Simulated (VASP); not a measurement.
Set up this calculation in VASP 6.6.1, as the native input.

| Property | Result |
| --- | --- |
| Task | single point |
| Functional | PBE |
| Potentials or basis | VASP PAW PBE potentials, release 64 (Rh_pv) |
| Cutoff | 520 eV |
| k mesh | 16 × 16 × 16 |
| Occupations | fermi-dirac, width 0.08 eV |
| Spin | no spin polarisation |
| Dipole correction | no |
| Further INCAR settings | ALGO = Normal; EDIFF = 1e-06; NBANDS = 14 |

The structure of Rh lies in POSCAR:

```
Rh
1.0
    0.0000000000      1.9395810000      1.9015500000
    1.9395810000      0.0000000000      1.9015500000
    1.9395810000      1.9395810000      0.0000000000
Rh
1
Direct
    0.0000000000      0.0000000000      0.0000000000
```

This cell differs from its parent crystal: equal xx and yy strain of +2 %.

One way to write it, as run:

INCAR

```
PREC     = Accurate       # precision mode
ENCUT    = 520            # plane-wave cutoff, eV
EDIFF    = 1E-6           # SCF threshold, eV
ISMEAR   = -1             # smearing method
SIGMA    = 0.08           # smearing width, eV
LREAL    = False          # projectors in reciprocal space
LASPH    = True           # aspherical terms in the spheres
NELM     = 80             # most SCF steps
ALGO     = Normal         # electronic algorithm
ISIF     = 2              # what is computed and relaxed
LWAVE    = False          # write WAVECAR
LCHARG   = False          # write CHGCAR
GGA      = PE             # functional
NBANDS   = 14             # bands
```

KPOINTS

```
Automatic mesh
0
Gamma
  16 16 16
```

Potentials or basis: VASP PAW PBE potentials, release 64 (Rh_pv).

Launch:

```console
$ cat potpaw_PBE.64/Rh_pv/POTCAR > POTCAR
$ mpirun -np 1 vasp_std > vasp.out
```

Results of the run:

The pressure is -4.2 GPa.

Caveat: the cell differs from its parent crystal (equal xx and yy strain of +2 %).

Run time: 24 s on 1 thread of AMD EPYC 9R45 96-Core Processor (Zen 5), with other jobs on the host, peak memory 0.14 GiB.
